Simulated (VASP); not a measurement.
Wanted: the native input for a VASP 6.6.1 run.

```yaml
Task: single point
Functional: LDA
Potentials_or_basis: VASP PAW LDA potentials, release 64 (C)
Cutoff: 600 eV
k_mesh: 10 × 10 × 10
Occupations: gaussian, width 0.1 eV
Spin: no spin polarisation
Dipole_correction: no
Further_INCAR_settings: ALGO = Normal; EDIFF = 1e-06; NBANDS = 11
```

The structure of C lies in POSCAR:

```
C
1.0
    0.0000000000      1.7660705302      1.7660705302
    1.7660705302      0.0000000000      1.7660705302
    1.7660705302      1.7660705302      0.0000000000
C
2
Direct
    0.0000000000      0.0000000000      0.0000000000
    0.2500000000      0.2500000000      0.2500000000
```

The input as run:

INCAR

```
ALGO     = Normal         # electronic algorithm
EDIFF    = 1E-6           # SCF threshold, eV
ENCUT    = 600            # plane-wave cutoff, eV
GGA      = CA             # functional
GGA_COMPAT= False        
ISIF     = 2              # what is computed and relaxed
ISMEAR   = 0              # smearing method
LASPH    = True           # aspherical terms in the spheres
LCHARG   = False          # write CHGCAR
LREAL    = False          # projectors in reciprocal space
LWAVE    = False          # write WAVECAR
NBANDS   = 11             # bands
NELM     = 120            # most SCF steps
PREC     = Accurate       # precision mode
SIGMA    = 0.1            # smearing width, eV
```

KPOINTS

```
k-points
0
Gamma
  10 10 10
```

Potentials or basis: VASP PAW LDA potentials, release 64 (C).

The run is started by

```console
$ cat potpaw_LDA.64/C/POTCAR > POTCAR
$ mpirun -np 1 vasp_std > vasp.out
```

It gave:

```json
{
 "Pressure": "0.7 GPa",
 "Band gap on the k mesh": "4.20 eV, indirect (least direct gap 5.63 eV)"
}
```

Run time: 11 s on 1 thread of AMD EPYC 7R13, on a shared host, peak memory 0.08 GiB.
